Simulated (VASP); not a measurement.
Set up this calculation in VASP 6.6.1, as the native input.

- Task: single point
- Functional: PBE
- Potentials or basis: VASP PAW PBE potentials, release 64 (Be, S)
- Cutoff: 520 eV
- k mesh: 1 × 1 × 1, shifted
- Occupations: gaussian, width 0.1 eV
- Spin: no spin polarisation
- Dipole correction: no
- Further INCAR settings: ALGO = Normal; EDIFF = 1e-06; NBANDS = 11

The structure of BeS lies in POSCAR:

```
BeS
1.0
    0.0000000000      2.4351516489      2.4351516489
    2.4351516489      0.0000000000      2.4351516489
    2.4351516489      2.4351516489      0.0000000000
Be S
1 1
Direct
    0.0000000000      0.0000000000      0.0000000000
    0.7500000000      0.7500000000      0.7500000000
```

The input as run:

INCAR

```
SYSTEM = BeS
PREC = Accurate
ENCUT = 520
EDIFF = 1E-6
ISMEAR = 0
SIGMA = 0.1
LREAL = .False.
LASPH = .True.
NELM = 60
ALGO = Normal
ISIF = 2
LWAVE = .False.
LCHARG = .False.
GGA = PE
NBANDS = 11
```

KPOINTS

```
Automatic mesh
0
Gamma
  1 1 1
  0.05 0.8 0.8
```

Potentials or basis: VASP PAW PBE potentials, release 64 (Be, S).

Run with:

```console
$ cat potpaw_PBE.64/Be/POTCAR potpaw_PBE.64/S/POTCAR > POTCAR
$ mpirun -np 1 vasp_std > vasp.out
```

It gave:

The pressure is 28.5 GPa and the band gap on the k mesh is 5.84 eV.

Caveat: the k points lie up to 2.23 Å⁻¹ apart.

Run time: 3.5 s on 1 thread of Intel Xeon 8259CL (shared host), peak memory 0.14 GiB.
